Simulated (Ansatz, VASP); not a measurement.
## Te2Mo: VASP beside Ansatz

The input INCAR:

```
SYSTEM = Te2Mo
PREC     = Accurate       ! precision mode
ENCUT    = 520            ! plane-wave cutoff, eV
EDIFF    = 1E-6           ! SCF threshold, eV
ISMEAR   = -1             ! smearing method
SIGMA    = 0.05           ! smearing width, eV
LREAL    = .FALSE.        ! projectors in reciprocal space
LASPH    = .TRUE.         ! aspherical terms in the spheres
NELM     = 60             ! most SCF steps
ALGO     = Normal         ! electronic algorithm
ISIF     = 2              ! what is computed and relaxed
LWAVE    = .FALSE.        ! write WAVECAR
LCHARG   = .FALSE.        ! write CHGCAR
GGA      = B5             ! functional
ALDAX    = 1.0          
AGGAX    = 1.0          
AGGAC    = 1.0          
ALDAC    = 0.0          
NBANDS   = 64             ! bands
```

KPOINTS

```
regular mesh
0
G
  4 8 2
  0 0 0
```

File POSCAR:

```
Te2Mo
1.0
    6.3464495577      0.0000000000      0.0000000000
    0.0000000000      3.4942155400      0.0000000000
   -0.5490254083      0.0000000000     14.8561586148
Te Mo
8 4
Direct
    0.0630865700      0.5000000000      0.4013918100
    0.9362609700      0.0000000000      0.5989235800
    0.5672046900      0.0000000000      0.3620628100
    0.4325395100      0.5000000000      0.6382740100
    0.0910474500      0.0000000000      0.1379227500
    0.9094538900      0.5000000000      0.8617520200
    0.5810927600      0.5000000000      0.0985498300
    0.4193469800      0.0000000000      0.9011539900
    0.3196862200      0.0000000000      0.5068268200
    0.6797845000      0.5000000000      0.4935200200
    0.1814915000      0.5000000000      0.0065316300
    0.8190039500      0.0000000000      0.9930897200
```

The input input.yaml:

```yaml
crystal:
  lattice:
    - [6.3464495577, 0.0, 0.0]
    - [0.0, 3.49421554, 0.0]
    - [-0.5490254083, 0.0, 14.8561586148]
  atoms:
    - { symbol: Te, position: [0.06308657, 0.5, 0.40139181] }
    - { symbol: Te, position: [0.93626097, 0.0, 0.59892358] }
    - { symbol: Te, position: [0.56720469, 0.0, 0.36206281] }
    - { symbol: Te, position: [0.43253951, 0.5, 0.63827401] }
    - { symbol: Te, position: [0.09104745, 0.0, 0.13792275] }
    - { symbol: Te, position: [0.90945389, 0.5, 0.86175202] }
    - { symbol: Te, position: [0.58109276, 0.5, 0.09854983] }
    - { symbol: Te, position: [0.41934698, 0.0, 0.90115399] }
    - { symbol: Mo, position: [0.31968622, 0.0, 0.50682682] }
    - { symbol: Mo, position: [0.6797845, 0.5, 0.49352002] }
    - { symbol: Mo, position: [0.1814915, 0.5, 0.00653163] }
    - { symbol: Mo, position: [0.81900395, 0.0, 0.99308972] }
hamiltonian:
  xc: blyp
  pseudopotentials: { kind: paw }
kpoints:
  mp_grid: { grid: [4, 8, 2] }
  band_path:
    path:
      - [[0.0, 0.0, 0.0], [0.0, 0.0, 0.5], [-0.4927891831, 0.0, 0.5426307308], [-0.5, 0.0, 0.5], [-0.5, 0.5, 0.5], [-0.5072108169, 0.5, 0.4573692692], [-0.5, 0.5, 0.0], [-0.5, 0.0, 0.0], [-0.5072108169, 0.0, 0.4573692692]]
      - [[-0.4927891831, 0.5, 0.5426307308], [0.0, 0.5, 0.5], [0.0, 0.5, 0.0]]
      - [[0.0, 0.0, 0.5], [0.0, 0.5, 0.5]]
    npoints: 10
scf:
  occupations: { method: fermi_dirac, width: 0.05 }
  n_extra_bands: 30
output:
  forces: true
  stress: true
  eigenvalues: true
  fatbands: false
  write_density: true
  write_potential: true
  elf: true
  volumetric_format: npy
```

Alike in both runs: functional BLYP; k mesh 4 × 8 × 2; occupations fermi-dirac, width 0.05 eV; no spin polarisation.

|  | VASP | Ansatz |
| --- | --- | --- |
| version | VASP 6.6.1 | Ansatz 0.2.0 |
| potentials or method | VASP PAW PBE potentials, release 64 (Te, Mo_sv) | Ansatz PAW |
| plane-wave cutoff (eV) | 520 | 420 |
| valence electrons in the cell | 104 | 184 |
| task | single point | band structure |

VASP gave:

```
gap on the k mesh at the Fermi level (eV)                     : none
pressure (GPa)                                                : 6.3
traceless stress, the component that is largest in VASP (GPa) : -0.38
rms of the force components (eV/Å)                            : 0.288
```

Question: Which values does Ansatz return?

Answer: gap on the k mesh at the Fermi level (eV): none; pressure (GPa): 6.0; traceless stress, the component that is largest in VASP (GPa): -0.41; rms of the force components (eV/Å): 0.263.

VASP's potentials were made for PBE, not for BLYP. Atom by atom the forces differ by 0.025 eV/Å (rms over components). A gap of «none» marks a metal or a gap that the smearing closes. The functional is the same, so the differences come from potentials, cutoffs and numerics. VASP's potentials hold 104 valence electrons a cell and Ansatz's 184, so a difference there can come from the potentials and not from the codes.

Neither program's run includes spin-orbit coupling.
